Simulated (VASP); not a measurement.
Runs of VASP 6.6.1 on Ag. The structure is that of space group Fm-3m (No. 225), or close to it. The cells are those of the table. 

```tsv
cell	further INCAR settings	gap on the mesh (eV)	pressure (GPa)
a = 2.801, b = 2.801, c = 3.961 Å, 2 atoms	ALGO = Fast; EDIFF = 1e-07; NBANDS = 18	none	18.5
a = 2.977, b = 2.977, c = 4.210 Å, 2 atoms	ALGO = Fast; EDIFF = 1e-06; NBANDS = 18	none	-3.6
a = 2.889, b = 2.889, c = 4.085 Å, 2 atoms	ALGO = Fast; EDIFF = 1e-07; NBANDS = 18	none	(b)
a = 2.845, b = 2.845, c = 4.023 Å, 2 atoms	ALGO = Fast; EDIFF = 1e-06; NBANDS = 18	none	10.8
a = 3.021, b = 3.021, c = 4.272 Å, 2 atoms	ALGO = Fast; EDIFF = 1e-06; NBANDS = 18	none	-6.2
a = 2.933, b = 2.933, c = 4.147 Å, 2 atoms	ALGO = Fast; EDIFF = 1e-06; NBANDS = 18	none	0.0
a = 3.065, b = 3.065, c = 4.334 Å, 2 atoms	ALGO = Fast; EDIFF = 1e-07; NBANDS = 18	none	(a)
```

Alike in all rows: task single point; level PBE; potentials or basis VASP PAW PBE potentials, release 64 (Ag); no spin polarisation; k mesh 18 × 18 × 12; cutoff (eV) 520; smearing gaussian 0.1 eV.

**Question.** Estimate the missing entries.

**Answer.** (a) -8.2; (b) 4.7.

Caveats: the cell stands under pressure (at least some runs); the cell stands under tension (at least some runs).

A k mesh can miss the band edges, and the runs leave out spin-orbit coupling on Ag.

A gap of «none» marks levels without a gap at the run's occupations.
